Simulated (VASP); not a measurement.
A run of VASP 6.6.1 is set up as follows.

INCAR

```
ALGO = Normal
EDIFF = 1E-6
ENCUT = 520
GGA = PE
ISIF = 2
ISMEAR = 0
LASPH = True
LCHARG = True
LELF = True
LREAL = False
LVHAR = True
LWAVE = False
NBANDS = 16
NELM = 60
PREC = Accurate
SIGMA = 0.05
```

Contents of KPOINTS:

```
k-points
0
Gamma
  10 10 10
```

The input POSCAR:

```
CdSe
1.0
    0.0000000000      3.0433763595      3.0433763595
    3.0433763595      0.0000000000      3.0433763595
    2.8128913232      2.8128913232      0.2304850363
Cd Se
1 1
Direct
    0.0000000000      0.0000000000      0.0000000000
    0.7500000000      0.7500000000      0.7500000000
```

Potentials or basis: VASP PAW PBE potentials, release 64 (Cd, Se).

Run with:

```bash
$ cat potpaw_PBE.64/Cd/POTCAR potpaw_PBE.64/Se/POTCAR > POTCAR
$ mpirun -np 1 vasp_std > vasp.out
```

Problem. Predict the pressure.

Solution. 14.3 GPa.

Problem. Predict the largest force.

Solution. 2.344 eV/Å.

Problem. Predict the band gap on the k mesh.

Solution. 0.72 eV.

Forces in eV/Å, atoms in the order of the input:
```
Cd  -1.354 -1.354  1.354
Se   1.354  1.354 -1.354
```

Caveat: the cell stands under pressure; forces of over 1 eV/Å act on the atoms, so gaps and moduli don't describe the material at rest.
